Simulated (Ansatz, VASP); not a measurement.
## One calculation of Al2InN3, two programs

The input INCAR:

```
SYSTEM = Al2InN3
PREC = Accurate
ENCUT = 520
EDIFF = 1E-7
ISMEAR = 0
SIGMA = 0.1
LREAL = .FALSE.
LASPH = .TRUE.
NELM = 80
ALGO = Normal
ISIF = 2
LWAVE = .FALSE.
LCHARG = .FALSE.
GGA = PE
NBANDS = 26
```

KPOINTS

```
regular mesh
0
G
  6 6 2
  0 0 0
```

Contents of POSCAR:

```
Al2InN3
1.0
    3.2943083400      0.0000000000      0.0000000000
    0.0000000000      3.2943083400      0.0000000000
    0.0000000000      0.0000000000      8.0305118100
Al In N
2 1 3
Direct
    0.0000000000      0.0000000000      0.0094770000
    0.5000000000      0.5000000000      0.4938240100
    0.5000000000      0.5000000000      0.1658110000
    0.0000000000      0.0000000000      0.6709480300
    0.0000000000      0.0000000000      0.3257620000
    0.5000000000      0.5000000000      0.8341779700
```

Input for Ansatz:

```yaml
crystal:
  lattice:
    - [3.29430834, 0.0, 0.0]
    - [0.0, 3.29430834, 0.0]
    - [0.0, 0.0, 8.03051181]
  atoms:
    - { symbol: Al, position: [0.0, 0.0, 0.009477] }
    - { symbol: Al, position: [0.5, 0.5, 0.49382401] }
    - { symbol: In, position: [0.5, 0.5, 0.165811] }
    - { symbol: "N", position: [0.0, 0.0, 0.67094803] }
    - { symbol: "N", position: [0.0, 0.0, 0.325762] }
    - { symbol: "N", position: [0.5, 0.5, 0.83417797] }
basis:
  ecutwfc: 420
kpoints:
  mp_grid: { grid: [6, 6, 2] }
hamiltonian:
  xc: pbe
scf:
  occupations: { method: gaussian, width: 0.1 }
  lower_state_search: "off"
output:
  forces: true
  stress: true
  eigenvalues: true
```

Change from the starting cell: species swapped into the Dy2CuAg3 type (P4mm, No. 99).

Alike in both runs: task single point; functional PBE; k mesh 6 × 6 × 2; occupations gaussian, width 0.1 eV; no spin polarisation.

```csv
,VASP,Ansatz
version,VASP 6.6.1,Ansatz 0.2.0
potentials or method,"VASP PAW PBE potentials, release 64 (Al, In_d, N), cutoff 520 eV","scalar-relativistic, plane waves, PAW"
valence electrons in the cell,34,34
```

VASP gave:

```
gap on the k mesh at the Fermi level (eV)                     : none
pressure (GPa)                                                : -11.8
traceless stress, the component that is largest in VASP (GPa) : -8.27
rms of the force components (eV/Å)                            : 1.374
```

What did Ansatz give for the same quantities?

gap on the k mesh at the Fermi level (eV): none; pressure (GPa): -11.7; traceless stress, the component that is largest in VASP (GPa): -8.27; rms of the force components (eV/Å): 1.377.

Atom by atom the forces differ by 0.003 eV/Å (rms over components). A gap of «none» marks a metal or a gap that the smearing closes. The functional is the same, so the differences come from potentials, cutoffs and numerics.

The k mesh is coarse, so the values compare programs but aren't converged.
